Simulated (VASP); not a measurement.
# Cs2VH6 (Fm-3m) in VASP: a series of runs, part 2 of 2

VASP 6.6.1.

## (3) Relaxation of cell and atoms, PBE, collinear spin, ferromagnetic start

This run uses another cell than the first one, of 16.92 Å³/atom.

The input, INCAR:

```
SYSTEM = Cs2VH6
ALGO = Normal ; EDIFF = 1E-6
EDIFFG = -0.04 ; ENCUT = 600
GGA = PE ; IBRION = 2
ISIF = 3 ; ISMEAR = 0
ISPIN = 2 ; LASPH = .True.
LCHARG = .False. ; LMAXMIX = 4
LORBIT = 11 ; LREAL = .False.
LWAVE = .False. ; MAGMOM = 0 0 2 0 0 0 0 0 0
NELM = 150 ; NSW = 90
PREC = Accurate ; SIGMA = 0.1
```

The input, KPOINTS:

```
k-points
0
Gamma
  4 4 4
  0 0 0
```

The input, POSCAR:

```
Cs2VH6
1.0
    0.0000000000      4.2381787900      4.2381787900
    4.2381787900      0.0000000000      4.2381787900
    4.2381787900      4.2381787900      0.0000000000
Cs V H
2 1 6
Direct
    0.7500000000      0.7500000000      0.7500000000
    0.2500000000      0.2500000000      0.2500000000
    0.0000000000      0.0000000000      0.0000000000
    0.7744643700      0.7744643700      0.2255356300
    0.2255356300      0.7744643700      0.2255356300
    0.7744643700      0.2255356300      0.2255356300
    0.2255356300      0.2255356300      0.7744643700
    0.7744643700      0.2255356300      0.7744643700
    0.2255356300      0.7744643700      0.7744643700
```

Potentials or basis: VASP PAW PBE potentials, release 64 (Cs_sv, V_sv, H).

On the command line:

```console
cat potpaw_PBE.64/Cs_sv/POTCAR potpaw_PBE.64/V_sv/POTCAR potpaw_PBE.64/H/POTCAR > POTCAR
mpirun -np 1 vasp_std > vasp.out
```

OUTCAR:

```text
SYSTEM = Cs2VH6
   EDIFF = 1E-6
   EDIFFG = -0.04
   ENCUT = 600
   GGA = PE
   IBRION = 2
   ISIF = 3
   ISMEAR = 0
   ISPIN = 2
   LASPH = .True.
   LORBIT = 11
   LREAL = .False.
   NELM = 150
   NSW = 90
   PREC = Accurate

 ion  position               nearest neighbor table
   1  0.750  0.750  0.750-
   2  0.250  0.250  0.250-
   3  0.000  0.000  0.000-
   4  0.774  0.774  0.226-
   5  0.226  0.774  0.226-
   6  0.774  0.226  0.226-
   7  0.226  0.226  0.774-
   8  0.774  0.226  0.774-
   9  0.226  0.774  0.774-

  LATTYP: Found a face centered cubic cell.
 ALAT       =     8.4763575800

  Lattice vectors:

 A1 = (   0.0000000000,   4.2381787900,   4.2381787900)
 A2 = (   4.2381787900,   0.0000000000,   4.2381787900)
 A3 = (   4.2381787900,   4.2381787900,   0.0000000000)

Analysis of symmetry for initial positions (statically):
=====================================================================
 Subroutine PRICEL returns:
 Original cell was already a primitive cell.

 Routine SETGRP: Setting up the symmetry group for a
 face centered cubic supercell.

 Subroutine GETGRP returns: Found 48 space group operations
 (whereof 48 operations were pure point group operations)
 out of a pool of 48 trial point group operations.

The static configuration has the point symmetry O_h .

Analysis of symmetry for dynamics (positions and initial velocities):
=====================================================================
 Subroutine PRICEL returns:
 Original cell was already a primitive cell.

 Routine SETGRP: Setting up the symmetry group for a
 face centered cubic supercell.

 Subroutine GETGRP returns: Found 48 space group operations
 (whereof 48 operations were pure point group operations)
 out of a pool of 48 trial point group operations.

The dynamic configuration has the point symmetry O_h .

[... 156 lines left out ...]
  free energy    TOTEN  =       -29.06450365 eV

  energy without entropy =      -28.99982982  energy(sigma->0) =      -29.03216674

------------------------ aborting loop because EDIFF is reached ----------------------------------------

  FORCE on cell =-STRESS in cart. coord.  units (eV):
  Direction    XX          YY          ZZ          XY          YZ          ZX
  --------------------------------------------------------------------------------------
  -------------------------------------------------------------------------------------
  Total       -0.0008933     -0.0008933     -0.0008933      0.0000000     -0.0000000      0.0000000
  in kB       -0.0093998     -0.0093998     -0.0093998      0.0000000     -0.0000000      0.0000000
  external PRESSURE =      -0.0093998 kB  Pullay stress =       0.0000000 kB
[... 73 lines left out ...]
--------------------------------------- Ionic step        3  -------------------------------------------

 number of electron      36.9999996 magnetization       1.0000088

 E-fermi :   0.0247     XC(G=0):  -8.1226

 val. band max:        0.0230301960   @ k =  -0.2500   0.5000   0.2500
 cond. band min:       0.0415099484   @ k =   0.5000   0.5000   0.0000
 fundamental gap:      0.0184797524
 Fermi energy:         0.0247292582

 spin component 1

 k-point     1 :       0.0000    0.0000    0.0000
  band No.  band energies     occupation
      1     -64.9051      1.00000
      2     -38.6825      1.00000
      3     -38.6825      1.00000
      4     -38.6825      1.00000
      5     -20.1260      1.00000
      6     -19.9552      1.00000
[... 638 lines left out ...]
--------------------------------------- Ionic step        8  -------------------------------------------

 number of electron      36.9999994 magnetization       1.0000001

 Free energy of the ion-electron system (eV)
  ---------------------------------------------------
  ext. energy  EPLUGINS =         0.00000000
  ---------------------------------------------------
  free energy    TOTEN  =       -30.17411082 eV

  energy without entropy =      -30.10069535  energy(sigma->0) =      -30.13740308

 E-fermi :  -0.7671     XC(G=0):  -7.1050

 val. band max:       -0.7702296113   @ k =   0.5000   0.2500   0.0000
 cond. band min:      -0.7559862820   @ k =  -0.2500   0.5000   0.2500
 fundamental gap:      0.0142433293
 Fermi energy:        -0.7670881063

 spin component 1

 k-point     1 :       0.0000    0.0000    0.0000
  band No.  band energies     occupation
      1     -65.7332      1.00000
      2     -39.5019      1.00000
      3     -39.5019      1.00000
      4     -39.5019      1.00000
      5     -21.4231      1.00000
      6     -21.3613      1.00000
[... 460 lines left out ...]
  FREE ENERGIE OF THE ION-ELECTRON SYSTEM (eV)
  ---------------------------------------------------
  free  energy   TOTEN  =       -30.1741108194 eV

  energy  without entropy=      -30.1006953451  energy(sigma->0) =      -30.13740308

 reached required accuracy - stopping structural energy minimisation

 total charge

# of ion       s       p       d       tot
------------------------------------------
    1        1.836   4.705   0.026   6.567
    2        1.836   4.705   0.026   6.567
    3        2.311   6.333   2.651  11.295
    4        0.534   0.005   0.000   0.539
    5        0.534   0.005   0.000   0.539
    6        0.534   0.005   0.000   0.539
    7        0.534   0.005   0.000   0.539
    8        0.534   0.005   0.000   0.539
    9        0.534   0.005   0.000   0.539
--------------------------------------------------
tot          9.186  15.773   2.702  27.661

 magnetization (x)

# of ion       s       p       d       tot
------------------------------------------
    1        0.000   0.001   0.001   0.002
    2        0.000   0.001   0.001   0.002
    3        0.013   0.016   0.929   0.958
    4       -0.010   0.001   0.000  -0.009
    5       -0.010   0.001   0.000  -0.009
    6       -0.010   0.001   0.000  -0.009
    7       -0.010   0.001   0.000  -0.009
    8       -0.010   0.001   0.000  -0.009
    9       -0.010   0.001   0.000  -0.009
--------------------------------------------------
tot         -0.045   0.023   0.930   0.908
```

OSZICAR:

```text
N       E                     dE             d eps       ncg     rms          rms(c)
DAV:   1     0.284946900171E+03    0.28495E+03   -0.17476E+04   872   0.149E+03
DAV:   2    -0.104713662129E+02   -0.29542E+03   -0.28847E+03  1008   0.326E+02
[... 119 lines left out ...]
DAV:   3    -0.301743328876E+02    0.99314E-03   -0.28644E-03   920   0.449E-01    0.129E-01
DAV:   4    -0.301741036465E+02    0.22924E-03   -0.90813E-04   848   0.180E-01    0.366E-02
DAV:   5    -0.301741060018E+02   -0.23554E-05   -0.53674E-05   840   0.447E-02    0.122E-02
DAV:   6    -0.301741095611E+02   -0.35593E-05   -0.58690E-06   912   0.146E-02    0.641E-03
DAV:   7    -0.301741110145E+02   -0.14533E-05   -0.18024E-06   640   0.106E-02    0.144E-03
DAV:   8    -0.301741108194E+02    0.19513E-06   -0.15622E-07   384   0.272E-03
   8 F= -.30174111E+02 E0= -.30137403E+02  d E =-.178533E-01  mag=     1.0000
```

CONTCAR:

```text
Cs2VH6
   1.00000000000000
     0.0000000000000000    4.5958696620934587    4.5958696620934587
     4.5958696620934587   -0.0000000000000000    4.5958696620934587
     4.5958696620934587    4.5958696620934587   -0.0000000000000000
  Cs              V               H
     2     1     6
Direct
     0.7500000000000000    0.7500000000000000    0.7500000000000000
     0.2500000000000000    0.2500000000000000    0.2500000000000000
     0.0000000000000000    1.0000000000000000    0.0000000000000000
     0.8085385635763493    0.8085385635763493    0.1914614364236508
     0.1914614364236508    0.8085385635763493    0.1914614364236508
     0.8085385635763493    0.1914614364236508    0.1914614364236508
     0.1914614364236508    0.1914614364236508    0.8085385635763493
     0.8085385635763493    0.1914614364236508    0.8085385635763493
     0.1914614364236508    0.8085385635763493    0.8085385635763493

  0.00000000E+00  0.00000000E+00  0.00000000E+00
  0.00000000E+00  0.00000000E+00  0.00000000E+00
  0.00000000E+00  0.00000000E+00  0.00000000E+00
  0.00000000E+00  0.00000000E+00  0.00000000E+00
  0.00000000E+00  0.00000000E+00  0.00000000E+00
  0.00000000E+00  0.00000000E+00  0.00000000E+00
  0.00000000E+00  0.00000000E+00  0.00000000E+00
  0.00000000E+00  0.00000000E+00  0.00000000E+00
  0.00000000E+00  0.00000000E+00  0.00000000E+00
```

Run time: 7.8 min. Hardware: 1 thread of Intel Xeon 6975P-C (Granite Rapids), shared host; peak memory 0.44 GiB.

What came out:

```
Free energy                                           : -30.1741 eV
Relaxed volume                                        : 21.57 Å³/atom
Relaxed cell                                          : a = 6.500 Å, b = 6.500 Å, c = 6.500 Å, α = 60.00°, β = 60.00°, γ = 60.00°
Space group after relaxing (to 0.1 Å)                 : Fm-3m (No. 225)
Energy gained by relaxing                             : 123.3 meV/atom
Ionic steps                                           : 8
Pressure after relaxing                               : 0.0 GPa
Band gap on the k mesh                                : zero (filled and empty bands overlap)
Net moment                                            : 1.00 μB per cell
Site moments                                          : Cs +0.00; V +0.96; H -0.01 μB
Valence electrons inside the program's atomic spheres : Cs 6.57; V 11.29; H 0.54
```

Step by step:
```tsv
step	energy change (eV)	largest force (eV/Å)	pressure (GPa)	volume (Å³)
1	0.0000	1.1781	0.00	152.25
2	-0.3516	0.8698	1.14	152.25
3	-0.6600	0.0373	4.26	152.25
4	-0.9195	0.0960	2.66	165.38
5	-1.0880	0.2164	0.97	187.99
6	-1.0918	0.2393	0.73	192.55
7	-1.1068	0.0913	-0.26	194.79
8	-1.1096	0.0012	0.01	194.15
```

Final structure:
```
CELL_PARAMETERS angstrom
0.00000 4.59587 4.59587
4.59587 0.00000 4.59587
4.59587 4.59587 0.00000
ATOMIC_POSITIONS crystal
Cs 0.75000 0.75000 0.75000
Cs 0.25000 0.25000 0.25000
V 0.00000 0.00000 0.00000
H 0.80854 0.80854 0.19146
H 0.19146 0.80854 0.19146
H 0.80854 0.19146 0.19146
H 0.19146 0.19146 0.80854
H 0.80854 0.19146 0.80854
H 0.19146 0.80854 0.80854
```

Levels at points of the mesh, in eV from the Fermi level:
Spin up:
```
           k point  band 16  band 17  band 18  band 19  band 20  band 21
(0.00, 0.00, 0.00)    -1.32    -1.32    -1.32     0.07     0.07     0.07
(0.50, 0.00, 0.00)    -1.34    -1.06    -1.06    -0.01     0.05     0.05
(0.50, 0.50, 0.00)    -1.50    -0.89    -0.89    -0.03     0.03     0.03
```
Spin down:
```csv
k point,band 15,band 16,band 17,band 18,band 19,band 20,band 21,band 22
"(0.00, 0.00, 0.00)",-2.25,-1.31,-1.31,-1.31,1.18,1.18,1.18,3.77
"(0.50, 0.00, 0.00)",-2.22,-1.33,-1.04,-1.04,1.07,1.15,1.15,3.85
"(0.50, 0.50, 0.00)",-2.17,-1.48,-0.88,-0.88,1.02,1.13,1.13,3.03
```

Caveat: the volume moved by over 15 % at a fixed basis, so the end points are rough; spin-orbit coupling is left out, which moves the levels of the heavy elements.
